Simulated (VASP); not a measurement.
## As: single point with LDA

As:

```
CELL_PARAMETERS angstrom
2.70368 0.00000 0.00000
0.00000 2.70368 0.00000
0.00000 0.00000 2.70368
ATOMIC_POSITIONS crystal
As 0.50000 0.50000 0.50000
```

```yaml
Program: VASP 6.6.1
Task: single point
Functional: LDA
Potentials_or_basis: VASP PAW LDA potentials, release 64 (As)
Cutoff: 520 eV
k_mesh: 7 × 7 × 7
Occupations: fermi-dirac, width 0.05 eV
Spin: non-collinear spin, zero start, spin-orbit coupling
Starting_moments: "[[0.0, 0.0, 0.0]] μB"
Dipole_correction: no
Further_INCAR_settings: ALGO = Normal; EDIFF = 1e-07; NBANDS = 16
```

The pressure is -2.5 GPa, the net moment is 0.00 μB per cell and the valence electrons inside the program's atomic spheres are As 2.70.

Moments on the atoms (μB; x, y, z):
```
As  0.00 0.00 0.00
```

Run time: 20 s on 1 thread of AMD EPYC 7R13, on a shared host, peak memory 0.11 GiB.
